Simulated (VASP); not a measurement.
# Ti (I4/mmm) in VASP: further runs

Runs on Ti. Level: PBEsol. Tasks: single point.

All numbers are computed with VASP 6.6.1; they aren't measurements. Logs are shortened: lines on timing, memory, paths and dates and some standing lists are left out, and cuts for length are marked.

**1. The cell of the first run**

The structure is tetragonal, space group I4/mmm (No. 139). The conventional cell has a = 2.725 Å, b = 2.725 Å, c = 4.157 Å, α = 90.00°, β = 90.00°, γ = 90.00°. Ti (site symmetry 4/mmm) has 12 Ti at 2.72 to 2.83 Å within 3.6 Å.

**2. Single point, PBEsol (strain -0.050 along x and y, +0.025 along z)**

The input, INCAR:

```
SYSTEM = Ti
PREC = Accurate
ENCUT = 520
EDIFF = 1E-6
ISMEAR = 0
SIGMA = 0.15
LREAL = .False.
LASPH = .True.
NELM = 80
ALGO = Fast
ISIF = 2
LWAVE = .False.
LCHARG = .True.
GGA = PS
LELF = .True.
LVHAR = .True.
NBANDS = 12
```

The input, KPOINTS:

```
regular mesh
0
Gamma
  26 26 26
  0 0 0
```

The input, POSCAR:

```
Ti
1.0
    0.0000000000      1.9265250939      2.0786191803
    1.9265250939      0.0000000000      2.0786191803
    1.9265250939      1.9265250939      0.0000000000
Ti
1
Direct
    0.0000000000      0.0000000000      0.0000000000
```

Potentials or basis: VASP PAW PBE potentials, release 64 (Ti_sv).

The run is started by

```sh
cat potpaw_PBE.64/Ti_sv/POTCAR > POTCAR
mpirun -np 1 vasp_std > vasp.out
```

OUTCAR:

```text
SYSTEM = Ti
   PREC = Accurate
   ENCUT = 520
   EDIFF = 1E-6
   ISMEAR = 0
   LREAL = .False.
   LASPH = .True.
   NELM = 80
   ISIF = 2
   GGA = PS

 ion  position               nearest neighbor table
   1  0.000  0.000  0.000-

  LATTYP: Found a body centered tetragonal cell.
 ALAT       =     2.7245179160
 C/A-ratio  =     1.5258620015

  Lattice vectors:

 A1 = (  -1.9265250939,   0.0000000000,   2.0786191803)
 A2 = (   1.9265250939,   0.0000000000,   2.0786191803)
 A3 = (   0.0000000000,   1.9265250939,  -2.0786191803)

Analysis of symmetry for initial positions (statically):
=====================================================================
 Subroutine PRICEL returns:
 Original cell was already a primitive cell.

 Routine SETGRP: Setting up the symmetry group for a
 body centered tetragonal supercell.

 Subroutine GETGRP returns: Found 16 space group operations
 (whereof 16 operations were pure point group operations)
 out of a pool of 16 trial point group operations.

The static configuration has the point symmetry D_4h.

Analysis of symmetry for dynamics (positions and initial velocities):
=====================================================================
 Subroutine PRICEL returns:
 Original cell was already a primitive cell.

 Routine SETGRP: Setting up the symmetry group for a
 body centered tetragonal supercell.

 Subroutine GETGRP returns: Found 16 space group operations
 (whereof 16 operations were pure point group operations)
 out of a pool of 16 trial point group operations.

The dynamic configuration has the point symmetry D_4h.

 Subroutine INISYM returns: Found 16 space group operations
 (whereof 16 operations are pure point group operations),
 and found     1 'primitive' translations

----------------------------------------------------------------------------------------

                                     Primitive cell

  volume of cell :      15.4296

  direct lattice vectors                    reciprocal lattice vectors
     0.000000000  1.926525094  2.078619180    -0.259534642  0.259534642  0.240544302
     1.926525094  0.000000000  2.078619180     0.259534642 -0.259534642  0.240544302
     1.926525094  1.926525094  0.000000000     0.259534642  0.259534642 -0.240544302

  length of vectors
     2.834105967  2.834105967  2.724517916     0.438837124  0.438837124  0.438837124

  position of ions in fractional coordinates (direct lattice)
     0.000000000  0.000000000  0.000000000

  ion indices of the primitive-cell ions
   primitive index   ion index
                 1           1

----------------------------------------------------------------------------------------

 KPOINTS: regular mesh

Automatic generation of k-mesh.
 Grid dimensions read from file:
 generate k-points for:   26   26   26

 Generating k-lattice:

  Cartesian coordinates                     Fractional coordinates (reciprocal lattice)
    -0.009982102  0.009982102  0.009251704     0.038461538  0.000000000  0.000000000
     0.009982102 -0.009982102  0.009251704     0.000000000  0.038461538  0.000000000
     0.009982102  0.009982102 -0.009251704     0.000000000  0.000000000  0.038461538

  Length of vectors
     0.016878351  0.016878351  0.016878351

  Shift w.r.t. Gamma in fractional coordinates (k-lattice)
     0.000000000  0.000000000  0.000000000

 Subroutine IBZKPT returns following result:
 ===========================================

 Found   1330 irreducible k-points:

 Following reciprocal coordinates:
            Coordinates               Weight
  0.000000  0.000000  0.000000      1.000000
  0.038462 -0.000000  0.000000      8.000000
  0.076923 -0.000000  0.000000      8.000000
  0.115385  0.000000  0.000000      8.000000
  0.153846  0.000000  0.000000      8.000000
  0.192308  0.000000  0.000000      8.000000
[... 16 lines left out ...]
  0.346154  0.038462  0.000000      8.000000
  0.384615  0.038462  0.000000      8.000000
 [... further k-points ...]
   k-points           NKPTS =   1330   k-points in BZ     NKDIM =   1330   number of bands    NBANDS=     12
   number of dos      NEDOS =    301   number of ions     NIONS =      1
   total plane-waves  NPLWV =  11520
   dimension x,y,z NGX =    24 NGY =   24 NGZ =   20
   dimension x,y,z NGXF=    48 NGYF=   48 NGZF=   40
   ions per type =               1
   NGX,Y,Z   is equivalent  to a cutoff of  14.08, 14.08, 12.20 a.u.
   NGXF,Y,Z  is equivalent  to a cutoff of  28.16, 28.16, 24.41 a.u.
 SYSTEM =  Ti
   PREC   = accura    normal or accurate (medium, high low for compatibility)
   ISTART =      0    job   : 0-new  1-cont  2-samecut
   ICHARG =      2    charge: 1-file 2-atom 10-const
   ISPIN  =      1    spin polarized calculation?
   LNONCOLLINEAR =      F non collinear calculations
   LSORBIT =      F    spin-orbit coupling
   LASPH  =      T    aspherical Exc in radial PAW
   ENCUT  =  520.0 eV  38.22 Ry    6.18 a.u.   5.27  5.27  5.07*2*pi/ulx,y,z
   NELM   =     80;   NELMIN=  2; NELMDL= -5     # of ELM steps
   EDIFF  = 0.1E-05   stopping-criterion for ELM
   LREAL  =      F    real-space projection
   EDIFFG = 0.1E-04   stopping-criterion for IOM
   NSW    =      0    number of steps for IOM
   IBRION =     -1    ionic relax: 0-MD 1-quasi-New 2-CG
   NFREE  =      0    steps in history (QN), initial steepest desc. (CG)
   ISIF   =      2    stress and relaxation
   ISYM   =      2    0-nonsym 1-usesym 2-fastsym
   POTIM  = 0.5000    time-step for ionic-motion
   TEBEG  =    0.0;   TEEND  =   0.0 temperature during run
   PSTRESS=    0.0 pullay stress
   NELECT =      12.0000    total number of electrons
   NUPDOWN=      -1.0000    fix difference up-down
   EMIN   =  10.00;   EMAX   =-10.00  energy-range for DOS
   EFERMI =   0.00;   METHOD = LEGACY
   ISMEAR =     0;   SIGMA  =   0.15  broadening in eV -4-tet -1-fermi 0-gaus
   EFERMI_NEDOS =   21; number of points for ismear=-14 and -15
   IALGO  =     68    algorithm
   IMIX   =      4    mixing-type and parameters
     AMIX     =   0.40;   BMIX     =  1.00
     AMIX_MAG =   1.60;   BMIX_MAG =  1.00
  volume/ion in A,a.u.               =      15.43       104.12
  Fermi-wavevector in a.u.,A,eV,Ry     =   1.505511  2.845003 30.838451  2.266562
  Thomas-Fermi vector in A             =   2.616350
   LORBIT       =      0    0 simple, 1 ext, 2 COOP (PROOUT), +10 PAW based schemes
   GGA     = PS    functional components
   LHFCALC =     F    Hartree Fock is set to
   AEXX    =    0.0000 exact exchange contribution
   IVDW    =     0    specifies the selected vdW correction
   LEPSILON=     F    determine dielectric tensor
   LRPA    =     F    only Hartree local field effects (RPA)
 non-spin polarized calculation
 RMM-DIIS sequential band-by-band and
 Gauss-broadening in eV      SIGMA  =   0.15
  energy-cutoff  :      520.00
  volume of cell :       15.43
 maximum number of plane-waves:       432
 NGX is ok and might be reduce to    24
   NGX = 11   NGY = 11   NGZ = 11

 number of electron      12.0000000 magnetization

 Free energy of the ion-electron system (eV)
  ---------------------------------------------------
  ext. energy  EPLUGINS =         0.00000000
  ---------------------------------------------------
  free energy    TOTEN  =        -8.25098560 eV

  energy without entropy =       -8.23218809  energy(sigma->0) =       -8.24158685

 E-fermi :   9.3857     XC(G=0): -12.2129

 val. band max:        9.3856921749   @ k =  -0.4615   0.1538   0.3077
 cond. band min:       9.3866657323   @ k =   0.3846   0.0000   0.0769
 fundamental gap:      0.0009735573
 Fermi energy:         9.3857150871

 k-point     1 :       0.0000    0.0000    0.0000
  band No.  band energies     occupation
      1     -46.8887      2.00000
      2     -22.6860      2.00000
      3     -22.6636      2.00000
      4     -22.6636      2.00000
      5       3.0514      2.00000
      6       9.8903      0.00000
      7      10.6138      0.00000
      8      10.6138      0.00000
      9      11.7870      0.00000
     10      12.6492      0.00000
     11      25.4286      0.00000
     12      28.9965      0.00000

 k-point     2 :       0.0385   -0.0000    0.0000
  band No.  band energies     occupation
      1     -46.8858      2.00000
      2     -22.6933      2.00000
      3     -22.6740      2.00000
      4     -22.6647      2.00000
      5       3.1058      2.00000
      6       9.8982      0.00000
      7      10.5897      0.00000
      8      10.6344      0.00000
      9      11.7784      0.00000
     10      12.6298      0.00000
     11      25.4864      0.00000
     12      28.9262      0.00000

 k-point     3 :       0.0769   -0.0000    0.0000
  band No.  band energies     occupation
      1     -46.8773      2.00000
      2     -22.7315      2.00000
      3     -22.6879      2.00000
      4     -22.6679      2.00000
      5       3.2665      2.00000
      6       9.9101      0.00000
      7      10.5284      0.00000
      8      10.6937      0.00000
      9      11.7596      0.00000
     10      12.5757      0.00000
     11      25.6411      0.00000
     12      28.5440      0.00000

 k-point     4 :       0.1154    0.0000    0.0000
  band No.  band energies     occupation
      1     -46.8636      2.00000
      2     -22.8015      2.00000
      3     -22.7009      2.00000
      4     -22.6731      2.00000
      5       3.5271      2.00000
      6       9.8909      0.00000
      7      10.4620      0.00000
      8      10.7824      0.00000
      9      11.7514      0.00000
     10      12.4999      0.00000
     11      25.8267      0.00000
     12      27.7315      0.00000

 k-point     5 :       0.1538    0.0000    0.0000
  band No.  band energies     occupation
      1     -46.8456      2.00000
      2     -22.8943      2.00000
      3     -22.7166      2.00000
      4     -22.6799      2.00000
      5       3.8765      2.00000
      6       9.8058      0.00007
      7      10.4193      0.00000
      8      10.8828      0.00000
      9      11.7851      0.00000
     10      12.4248      0.00000
     11      25.8425      0.00000
     12      26.8765      0.00000
[... 228 lines left out ...]
      1     -46.7852      2.00000
      2     -23.1888      2.00000
      3     -22.7675      2.00000
      4     -22.7150      2.00000
      5       5.0924      2.00000
      6       9.4038      0.86459
      7      10.2516      0.00000
      8      11.0282      0.00000
      9      12.1219      0.00000
     10      12.6431      0.00000
     11      23.5971      0.00000
     12      26.2532      0.00000

 k-point    22 :       0.3077    0.0385    0.0000
  band No.  band energies     occupation
      1     -46.7611      2.00000
      2     -23.3054      2.00000
      3     -22.7888      2.00000
      4     -22.7234      2.00000
      5       5.5554      2.00000
      6       9.3778      1.05985
      7      10.1276      0.00000
      8      10.9733      0.00000
      9      12.4266      0.00000
     10      12.7868      0.00000
     11      22.5627      0.00000
     12      25.9026      0.00000

 k-point    23 :       0.3462    0.0385    0.0000
  band No.  band energies     occupation
      1     -46.7384      2.00000
      2     -23.4139      2.00000
      3     -22.8088      2.00000
      4     -22.7307      2.00000
      5       5.9541      2.00000
      6       9.4460      0.56999
      7      10.0239      0.00000
      8      10.8869      0.00000
      9      12.7548      0.00000
     10      12.9625      0.00000
     11      21.5626      0.00000
     12      25.4962      0.00000

 k-point    24 :       0.3846    0.0385    0.0000
  band No.  band energies     occupation
      1     -46.7184      2.00000
      2     -23.5083      2.00000
      3     -22.8266      2.00000
      4     -22.7364      2.00000
      5       6.2485      2.00000
      6       9.6054      0.03836
      7       9.9655      0.00000
      8      10.7923      0.00000
      9      13.0787      0.00000
     10      13.1370      0.00000
     11      20.6367      0.00000
     12      25.1071      0.00000

 [... further k-points ...]

------------------------ aborting loop because EDIFF is reached ----------------------------------------

  FORCE on cell =-STRESS in cart. coord.  units (eV):
  Direction    XX          YY          ZZ          XY          YZ          ZX
  --------------------------------------------------------------------------------------
  -------------------------------------------------------------------------------------
  Total        1.0040734      1.0040734      0.7906224      0.0000000      0.0000000      0.0000000
  in kB      104.2609792    104.2609792     82.0966534      0.0000000      0.0000000      0.0000000
  external PRESSURE =      96.8728706 kB  Pullay stress =       0.0000000 kB

 VOLUME and BASIS-vectors are now :
 -----------------------------------------------------------------------------
  energy-cutoff  :      520.00
  volume of cell :       15.43
      direct lattice vectors                 reciprocal lattice vectors
     0.000000000  1.926525094  2.078619180    -0.259534642  0.259534642  0.240544302
     1.926525094  0.000000000  2.078619180     0.259534642 -0.259534642  0.240544302
     1.926525094  1.926525094  0.000000000     0.259534642  0.259534642 -0.240544302

 POSITION                                       TOTAL-FORCE (eV/Angst)
 -----------------------------------------------------------------------------------
      0.00000      0.00000      0.00000         0.000000      0.000000      0.000000
 -----------------------------------------------------------------------------------
    total drift:                                0.000000      0.000000     -0.000000

  FREE ENERGIE OF THE ION-ELECTRON SYSTEM (eV)
  ---------------------------------------------------
  free  energy   TOTEN  =        -8.2509856022 eV

  energy  without entropy=       -8.2321880928  energy(sigma->0) =       -8.24158685
```

Run time: 3.2 min. Hardware: 1 thread of Intel Xeon Platinum 8488C (Sapphire Rapids), shared host; peak memory 0.34 GiB.

Results:

```
Free energy            : -8.2510 eV
Pressure               : 9.7 GPa
Band gap on the k mesh : zero (bands 6 and 7 overlap by 1.36 eV)
```

Stress tensor (GPa, compression positive):
```
10.43  0.00  0.00
 0.00 10.43  0.00
 0.00  0.00  8.21
```

Caveat: the cell differs from its parent crystal (strain -0.050 along x and y, +0.025 along z); the cell stands under pressure; the PAW data sets were made with another functional, which shifts forces and pressure a little.

(Continued in part 2 of 2.)
